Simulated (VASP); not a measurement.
# BaTiO3 in VASP: single point with PBEsol

Aim: the single point of BaTiO3 with PBEsol.

Everything below comes from runs of VASP 6.6.1. Logs are shortened: lines on timing, memory, paths and dates and some standing lists are left out, and cuts for length are marked.

**1. The cell of the first run**

The cell holds a slab with vacuum, 15 atoms: a = 3.970 Å, b = 3.970 Å, c = 24.925 Å, α = 90.00°, β = 90.00°, γ = 90.00°.

**2. Single point, PBEsol**

Input file INCAR:

```
PREC = Accurate ; ENCUT = 520
EDIFF = 1E-6 ; ISMEAR = 0
SIGMA = 0.05 ; LREAL = False
LASPH = True ; NELM = 120
ALGO = Normal ; ISIF = 2
LWAVE = False ; LCHARG = False
LDIPOL = True ; IDIPOL = 3
DIPOL = 0.5 0.5 0.508 ; GGA = PS
NBANDS = 73 ; GGA_COMPAT = False
NELMDL = -8
```

Input file KPOINTS:

```
Automatic mesh
0
Gamma
  7 7 3
```

Input file POSCAR:

```
BaTiO3
1.0
    3.9698693943      0.0000000000      0.0000000000
    0.0000000000      3.9698693943      0.0000000000
    0.0000000000      0.0000000000     24.9246734857
Ba O Ti
3 9 3
Direct
    0.5000000000      0.5000000000      0.3009066500
    0.5000000000      0.5000000000      0.4601813300
    0.5000000000      0.5000000000      0.6194560100
    0.0000000000      0.0000000000      0.3009066500
    0.5000000000      0.0000000000      0.3805439900
    0.0000000000      0.5000000000      0.3805439900
    0.0000000000      0.0000000000      0.4601813300
    0.5000000000      0.0000000000      0.5398186700
    0.0000000000      0.5000000000      0.5398186700
    0.0000000000      0.0000000000      0.6194560100
    0.5000000000      0.0000000000      0.6990933500
    0.0000000000      0.5000000000      0.6990933500
    0.0000000000      0.0000000000      0.3805439900
    0.0000000000      0.0000000000      0.5398186700
    0.0000000000      0.0000000000      0.6990933500
```

Potentials or basis: VASP PAW PBE potentials, release 64 (Ba_sv, O, Ti_sv).

On the command line:

```
> cat potpaw_PBE.64/Ba_sv/POTCAR potpaw_PBE.64/O/POTCAR potpaw_PBE.64/Ti_sv/POTCAR > POTCAR
> mpirun -np 1 vasp_std > vasp.out
```

OUTCAR:

```text
PREC = Accurate
   ENCUT = 520
   EDIFF = 1E-6
   ISMEAR = 0
   LREAL = False
   LASPH = True
   NELM = 120
   ISIF = 2
   GGA = PS
   NELMDL = -8

 ion  position               nearest neighbor table
   1  0.500  0.500  0.301-   5 2.81   6 2.81   5 2.81   6 2.81   4 2.81   4 2.81   4 2.81   4 2.81
                            13 3.44  13 3.44  13 3.44  13 3.44   2 3.97
   2  0.500  0.500  0.460-   5 2.81   6 2.81   5 2.81   6 2.81   8 2.81   8 2.81   9 2.81   9 2.81
                             7 2.81   7 2.81   7 2.81   7 2.81  13 3.44  13 3.44  13 3.44  13 3.44
   3  0.500  0.500  0.619-   8 2.81   9 2.81  11 2.81  12 2.81   8 2.81  11 2.81   9 2.81  12 2.81
                            10 2.81  10 2.81  10 2.81  10 2.81  15 3.44  14 3.44  14 3.44  14 3.44
   4  0.000  0.000  0.301-  13 1.98   1 2.81   1 2.81   1 2.81   1 2.81
   5  0.500  0.000  0.381-  13 1.98  13 1.98   1 2.81   1 2.81   2 2.81   2 2.81
   6  0.000  0.500  0.381-  13 1.98  13 1.98   1 2.81   2 2.81   1 2.81   2 2.81
   7  0.000  0.000  0.460-  13 1.98  14 1.98   2 2.81   2 2.81   2 2.81   2 2.81
   8  0.500  0.000  0.540-  14 1.98  14 1.98   3 2.81   3 2.81   2 2.81   2 2.81
   9  0.000  0.500  0.540-  14 1.98  14 1.98   3 2.81   3 2.81   2 2.81   2 2.81
  10  0.000  0.000  0.619-  14 1.98  15 1.98   3 2.81   3 2.81   3 2.81   3 2.81
  11  0.500  0.000  0.699-  15 1.98  15 1.98   3 2.81   3 2.81
  12  0.000  0.500  0.699-  15 1.98  15 1.98   3 2.81   3 2.81
  13  0.000  0.000  0.381-   4 1.98   7 1.98   6 1.98   5 1.98   6 1.98   5 1.98   1 3.44   2 3.44
                             1 3.44   1 3.44   2 3.44   2 3.44   1 3.44   2 3.44
  14  0.000  0.000  0.540-  10 1.98   7 1.98   9 1.98   8 1.98   9 1.98   8 1.98   3 3.44   3 3.44
                             3 3.44   3 3.44   2 3.44   2 3.44   2 3.44   2 3.44
  15  0.000  0.000  0.699-  10 1.98  11 1.98  12 1.98  12 1.98  11 1.98   3 3.44   3 3.44   3 3.44
                             3 3.44

  LATTYP: Found a simple tetragonal cell.
 ALAT       =     3.9698693943
 C/A-ratio  =     6.2784618359

  Lattice vectors:

 A1 = (   3.9698693943,   0.0000000000,   0.0000000000)
 A2 = (   0.0000000000,   3.9698693943,   0.0000000000)
 A3 = (   0.0000000000,   0.0000000000,  24.9246734857)

Analysis of symmetry for initial positions (statically):
=====================================================================
 Subroutine PRICEL returns:
 Original cell was already a primitive cell.

 Routine SETGRP: Setting up the symmetry group for a
 simple tetragonal supercell.

 Subroutine GETGRP returns: Found  8 space group operations
 (whereof  8 operations were pure point group operations)
 out of a pool of 16 trial point group operations.

The static configuration has the point symmetry C_4v.

Analysis of symmetry for dynamics (positions and initial velocities):
=====================================================================
 Subroutine PRICEL returns:
 Original cell was already a primitive cell.

 Routine SETGRP: Setting up the symmetry group for a
 simple tetragonal supercell.

 Subroutine GETGRP returns: Found  8 space group operations
 (whereof  8 operations were pure point group operations)
 out of a pool of 16 trial point group operations.

The dynamic configuration has the point symmetry C_4v.

 Subroutine INISYM returns: Found  8 space group operations
 (whereof  8 operations are pure point group operations),
 and found     1 'primitive' translations

----------------------------------------------------------------------------------------

                                     Primitive cell

  volume of cell :     392.8094

  direct lattice vectors                    reciprocal lattice vectors
     3.969869394  0.000000000  0.000000000     0.251897456  0.000000000  0.000000000
     0.000000000  3.969869394  0.000000000     0.000000000  0.251897456  0.000000000
     0.000000000  0.000000000 24.924673486     0.000000000  0.000000000  0.040120887

  length of vectors
     3.969869394  3.969869394 24.924673486     0.251897456  0.251897456  0.040120887

  position of ions in fractional coordinates (direct lattice)
     0.500000000  0.500000000  0.300906650
     0.500000000  0.500000000  0.460181330
     0.500000000  0.500000000  0.619456010
     0.000000000  0.000000000  0.300906650
     0.500000000  0.000000000  0.380543990
     0.000000000  0.500000000  0.380543990
     0.000000000  0.000000000  0.460181330
[... 54 lines left out ...]
            Coordinates               Weight
  0.000000  0.000000  0.000000      1.000000
  0.142857  0.000000  0.000000      4.000000
  0.285714  0.000000  0.000000      4.000000
  0.428571  0.000000  0.000000      4.000000
  0.142857  0.142857  0.000000      4.000000
  0.285714  0.142857  0.000000      8.000000
[... 12 lines left out ...]
  0.428571  0.285714  0.333333     16.000000
  0.428571  0.428571  0.333333      8.000000
   k-points           NKPTS =     20   k-points in BZ     NKDIM =     20   number of bands    NBANDS=     73
   number of dos      NEDOS =    301   number of ions     NIONS =     15
   total plane-waves  NPLWV = 172800
   dimension x,y,z NGX =    30 NGY =   30 NGZ =  192
   dimension x,y,z NGXF=    60 NGYF=   60 NGZF=  384
   ions per type =               3   9   3
   NGX,Y,Z   is equivalent  to a cutoff of  12.56, 12.56, 12.81 a.u.
   NGXF,Y,Z  is equivalent  to a cutoff of  25.13, 25.13, 25.61 a.u.
 SYSTEM =  unknown system
   PREC   = accura    normal or accurate (medium, high low for compatibility)
   ISTART =      0    job   : 0-new  1-cont  2-samecut
   ICHARG =      2    charge: 1-file 2-atom 10-const
   ISPIN  =      1    spin polarized calculation?
   LNONCOLLINEAR =      F non collinear calculations
   LSORBIT =      F    spin-orbit coupling
   LASPH  =      T    aspherical Exc in radial PAW
   ENCUT  =  520.0 eV  38.22 Ry    6.18 a.u.   7.38  7.38 46.34*2*pi/ulx,y,z
   NELM   =    120;   NELMIN=  2; NELMDL= -8     # of ELM steps
   EDIFF  = 0.1E-05   stopping-criterion for ELM
   LREAL  =      F    real-space projection
   EDIFFG = 0.1E-04   stopping-criterion for IOM
   NSW    =      0    number of steps for IOM
   IBRION =     -1    ionic relax: 0-MD 1-quasi-New 2-CG
   NFREE  =      0    steps in history (QN), initial steepest desc. (CG)
   ISIF   =      2    stress and relaxation
   ISYM   =      2    0-nonsym 1-usesym 2-fastsym
   POTIM  = 0.5000    time-step for ionic-motion
   TEBEG  =    0.0;   TEEND  =   0.0 temperature during run
   PSTRESS=    0.0 pullay stress
   NELECT =     120.0000    total number of electrons
   NUPDOWN=      -1.0000    fix difference up-down
   EMIN   =  10.00;   EMAX   =-10.00  energy-range for DOS
   EFERMI =   0.00;   METHOD = LEGACY
   ISMEAR =     0;   SIGMA  =   0.05  broadening in eV -4-tet -1-fermi 0-gaus
   EFERMI_NEDOS =   21; number of points for ismear=-14 and -15
   IALGO  =     38    algorithm
   IMIX   =      4    mixing-type and parameters
     AMIX     =   0.40;   BMIX     =  1.00
     AMIX_MAG =   1.60;   BMIX_MAG =  1.00
  volume/ion in A,a.u.               =      26.19       176.72
  Fermi-wavevector in a.u.,A,eV,Ry     =   1.102574  2.083564 16.540201  1.215671
  Thomas-Fermi vector in A             =   2.239019
   LORBIT       =      0    0 simple, 1 ext, 2 COOP (PROOUT), +10 PAW based schemes
   GGA     = PS    functional components
   LHFCALC =     F    Hartree Fock is set to
   AEXX    =    0.0000 exact exchange contribution
   IVDW    =     0    specifies the selected vdW correction
   LEPSILON=     F    determine dielectric tensor
   LRPA    =     F    only Hartree local field effects (RPA)
 non-spin polarized calculation
 Gauss-broadening in eV      SIGMA  =   0.05
  energy-cutoff  :      520.00
  volume of cell :      392.81
 maximum number of plane-waves:     10681
 NGX is ok and might be reduce to    30
   NGX = 15   NGY = 15   NGZ = 93

 dipolmoment           0.000000      0.000000     -0.033863 electrons x Angstroem

 number of electron     119.9999952 magnetization

 dipolmoment           0.000000      0.000000      0.235223 electrons x Angstroem

 Free energy of the ion-electron system (eV)
  ---------------------------------------------------
  ext. energy  EPLUGINS =         0.00000000
  ---------------------------------------------------
  free energy    TOTEN  =      -123.62313156 eV

  energy without entropy =     -123.62313156  energy(sigma->0) =     -123.62313156

 E-fermi :   0.7162     XC(G=0):  -6.1586

 val. band max:        0.3207055876   @ k =   0.4286   0.4286   0.0000
 cond. band min:       1.2739656909   @ k =   0.0000   0.0000   0.3333
 fundamental gap:      0.9532601033
 Fermi energy:         0.7162421117

 k-point     1 :       0.0000    0.0000    0.0000
  band No.  band energies     occupation
      1     -56.7691      2.00000
      2     -56.7649      2.00000
      3     -56.7058      2.00000
      4     -33.2833      2.00000
      5     -33.1511      2.00000
      6     -33.1001      2.00000
[... 1489 lines left out ...]
     71       4.2647      0.00000
     72       4.5239      0.00000
 [bands above 72 left out]

------------------------ aborting loop because EDIFF is reached ----------------------------------------

 vacuum level on the upper side and lower side of the slab       (xc-potential included)         1.317        -1.327

  FORCE on cell =-STRESS in cart. coord.  units (eV):
  Direction    XX          YY          ZZ          XY          YZ          ZX
  --------------------------------------------------------------------------------------
  -------------------------------------------------------------------------------------
  Total       -4.4293686     -4.4293686     -2.5446971      0.0000000      0.0000000     -0.0000000
  in kB      -18.0663529    -18.0663529    -10.3792209      0.0000000      0.0000000     -0.0000000
  external PRESSURE =     -15.5039755 kB  Pullay stress =       0.0000000 kB

 VOLUME and BASIS-vectors are now :
 -----------------------------------------------------------------------------
  energy-cutoff  :      520.00
  volume of cell :      392.81
      direct lattice vectors                 reciprocal lattice vectors
     3.969869394  0.000000000  0.000000000     0.251897456  0.000000000  0.000000000
     0.000000000  3.969869394  0.000000000     0.000000000  0.251897456  0.000000000
     0.000000000  0.000000000 24.924673486     0.000000000  0.000000000  0.040120887

 POSITION                                       TOTAL-FORCE (eV/Angst)
 -----------------------------------------------------------------------------------
      1.98493      1.98493      7.50000        -0.000000      0.000000      0.511791
      1.98493      1.98493     11.46987        -0.000000      0.000000      0.161662
      1.98493      1.98493     15.43974        -0.000000     -0.000000      0.784131
      0.00000      0.00000      7.50000        -0.000000     -0.000000      0.375189
      1.98493      0.00000      9.48493        -0.000000      0.000000     -0.164591
      0.00000      1.98493      9.48493        -0.000000      0.000000     -0.164591
      0.00000      0.00000     11.46987        -0.000000     -0.000000      0.254983
      1.98493      0.00000     13.45480        -0.000000     -0.000000     -0.072304
      0.00000      1.98493     13.45480        -0.000000     -0.000000     -0.072304
      0.00000      0.00000     15.43974        -0.000000     -0.000000      0.853757
      1.98493      0.00000     17.42467        -0.000000     -0.000000      0.501633
      0.00000      1.98493     17.42467         0.000000     -0.000000      0.501633
      0.00000      0.00000      9.48493        -0.000000      0.000000     -1.063370
      0.00000      0.00000     13.45480        -0.000000     -0.000000     -0.140914
      0.00000      0.00000     17.42467        -0.000000     -0.000000     -2.266707
 -----------------------------------------------------------------------------------
    total drift:                                0.000000      0.000000      0.000412

  FREE ENERGIE OF THE ION-ELECTRON SYSTEM (eV)
  ---------------------------------------------------
  free  energy   TOTEN  =      -123.6231315596 eV

  energy  without entropy=     -123.6231315596  energy(sigma->0) =     -123.62313156

 vacuum level on the upper side and lower side of the slab         5.274         2.574
```

It took 47 min on 1 thread of Intel Xeon 8259CL, shared host; peak memory 0.71 GiB.

Results:

```
Free energy            : -123.6231 eV
Largest force          : 2.267 eV/Å
Band gap on the k mesh : 0.95 eV (least direct gap 1.54 eV)
```

Forces on the atoms (eV/Å):
```
Ba   0.000  0.000  0.512
Ba   0.000  0.000  0.162
Ba   0.000  0.000  0.784
O    0.000  0.000  0.375
O    0.000  0.000 -0.165
O    0.000  0.000 -0.165
O    0.000  0.000  0.255
O    0.000  0.000 -0.072
O    0.000  0.000 -0.072
O    0.000  0.000  0.854
O    0.000  0.000  0.502
O    0.000  0.000  0.502
Ti   0.000  0.000 -1.063
Ti   0.000  0.000 -0.141
Ti   0.000  0.000 -2.267
```

Caveat: the PAW data sets were made with another functional, which shifts forces and pressure a little; spin-orbit coupling is left out, which moves the levels of the heavy elements.
